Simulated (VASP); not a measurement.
Runs of VASP 6.6.1 on CaO. The structure is that of space group F-43m (No. 216), or close to it. The cells are those of the table. 

```csv
level,cell,smearing,gap on the mesh (eV),pressure (GPa)
PBE,"a = 3.864 Å, angles 60.0°, 2 atoms",fermi-dirac 0.02 eV,2.85,-7.0
r2SCAN,"a = 3.864 Å, angles 60.0°, 2 atoms",gaussian 0.01 eV,(c),-8.2
PBE,"a = 3.736, b = 3.736, c = 3.686 Å, angles 60.4, 60.4, 59.1°, 2 atoms",fermi-dirac 0.02 eV,(b),(a)
r2SCAN,"a = 3.736, b = 3.736, c = 3.686 Å, angles 60.4, 60.4, 59.1°, 2 atoms",gaussian 0.01 eV,3.62,-1.3
```

Alike in all rows: task single point; potentials or basis VASP PAW PBE potentials, release 64 (Ca_sv, O); no spin polarisation; k mesh 8 × 8 × 8; cutoff (eV) 520.

**Question.** Fill in the values left out.

**Answer.** (a) -0.3; (b) 3.21; (c) 3.25.

Caveats: the structure was generated, so it needn't be the stable form of CaO; the cell stands under tension (at least some runs); the PAW data sets were made with another functional, which shifts forces and pressure a little (at least some runs).

A k mesh can miss the band edges.
